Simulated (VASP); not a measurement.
**Si2Ni: single point with PBE**

Si2Ni:

```
Ni Si
1.0
     0.00000    2.70300    2.70300
     2.70300    0.00000    2.70300
     2.70300    2.70300    0.00000
Ni Si
1 2
Direct
  0.00000 0.00000 0.00000
  0.75000 0.75000 0.75000
  0.25000 0.25000 0.25000
```

| Item | Value |
| --- | --- |
| Program | VASP 6.6.1 |
| Task | single point |
| Functional | PBE |
| Potentials or basis | VASP PAW PBE potentials, release 64 (Ni_sv_GW, Si) |
| Cutoff | 690 eV |
| k mesh | 7 × 7 × 7 |
| Occupations | fermi-dirac, width 0.05 eV |
| Spin | collinear spin, ferromagnetic start |
| Starting moments | [2.0, 0.0, 0.0] μB |
| Fixed moment | 2 μB |
| Dipole correction | no |
| Further INCAR settings | ALGO = Normal; EDIFF = 1e-06; NBANDS = 24 |

```yaml
Pressure: 23.2 GPa
Net_moment: 2.00 μB per cell
Site_moments: Ni +0.80; Si +0.26 μB
Valence_electrons_inside_the_program's_atomic_spheres: Ni 16.57; Si 1.61
```

It took 3.9 min on 1 thread of AMD EPYC 7R43 64-Core Processor (Zen 3), with other jobs on the host, peak memory 0.23 GiB.

Caveat: the cell stands under pressure; the total moment is fixed, so each spin has its own Fermi level and the state may be an excited one.
